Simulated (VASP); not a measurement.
Input of a VASP 6.6.1 run:

Contents of INCAR:

```
SYSTEM = Ti
ALGO = Normal ; EDIFF = 1E-6
ENCUT = 520 ; GGA = PE
ISIF = 2 ; ISMEAR = -1
ISPIN = 2 ; LASPH = .True.
LCHARG = .True. ; LELF = .True.
LMAXMIX = 4 ; LORBIT = 11
LREAL = .False. ; LVHAR = .True.
LWAVE = .False. ; MAGMOM = 1 1 1
NBANDS = 29 ; NELM = 150
PREC = Accurate ; SIGMA = 0.05
```

Contents of KPOINTS:

```
k-points
0
Gamma
  11 11 15
  0 0 0
```

File POSCAR:

```
Ti
1.0
    4.5803647250      0.0000000000      0.0000000000
   -2.2901823625      3.9667122105      0.0000000000
    0.0000000000      0.0000000000      2.8304638833
Ti
3
Direct
    0.0000000000      1.0000000000      0.0000000000
    0.3333333333      0.6666666667      0.5000000000
    0.6666666667      0.3333333333      0.5000000000
```

Potentials or basis: VASP PAW PBE potentials, release 64 (Ti_sv).

Command:

```console
$ cat potpaw_PBE.64/Ti_sv/POTCAR > POTCAR
$ mpirun -np 1 vasp_std > vasp.out
```

(1) Predict the pressure.

(2) Predict the band gap on the k mesh.

Results:

(1) -0.2 GPa.

(2) zero (filled and empty bands overlap).
